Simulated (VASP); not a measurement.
WC:

```
CELL_PARAMETERS angstrom
0.00000 2.19268 2.19268
2.19268 0.00000 2.19268
2.19268 2.19268 0.00000
ATOMIC_POSITIONS crystal
W 0.00000 0.00000 0.00000
C 0.50000 0.50000 0.50000
```

```yaml
Program: VASP 6.6.1
Task: relaxation of cell and atoms
Functional: PBEsol
Dispersion: D3(BJ)
Potentials_or_basis: VASP PAW PBE potentials, release 64 (W_sv, C)
Cutoff: 600 eV
k_mesh: 11 × 11 × 11
Occupations: methfessel-paxton, width 0.05 eV
Spin: no spin polarisation
```

At the start: pressure -15.9 GPa; volume 10.54 Å³/atom.

Q: How do energy, volume and symmetry change on relaxing?

A: Over 4 steps the energy falls by 22.8 meV/atom and the volume is 10.10 Å³/atom (-4.2 %); space group Fm-3m (No. 225, to 0.05 Å).

The path:
```tsv
step	energy change (eV)	largest force (eV/Å)	pressure (GPa)	volume (Å³)
1	0.0000	0.0000	-15.87	21.08
2	0.3068	0.0000	58.15	18.06
3	-0.0455	0.0000	-0.75	20.24
4	-0.0456	0.0000	-0.14	20.21
```

Final structure:
```cif
data_structure
_symmetry_space_group_name_H-M 'P 1'
_symmetry_Int_Tables_number 1
_cell_length_a 3.0572
_cell_length_b 3.0572
_cell_length_c 3.0572
_cell_angle_alpha 60.000
_cell_angle_beta 60.000
_cell_angle_gamma 60.000
_cell_volume 20.21
loop_
_atom_site_label
_atom_site_type_symbol
_atom_site_fract_x
_atom_site_fract_y
_atom_site_fract_z
_atom_site_occupancy
W1 W 0.00000 0.00000 0.00000 1
C1 C 0.50000 0.50000 0.50000 1
```

Caveat: the PAW data sets were made with another functional, which shifts forces and pressure a little.
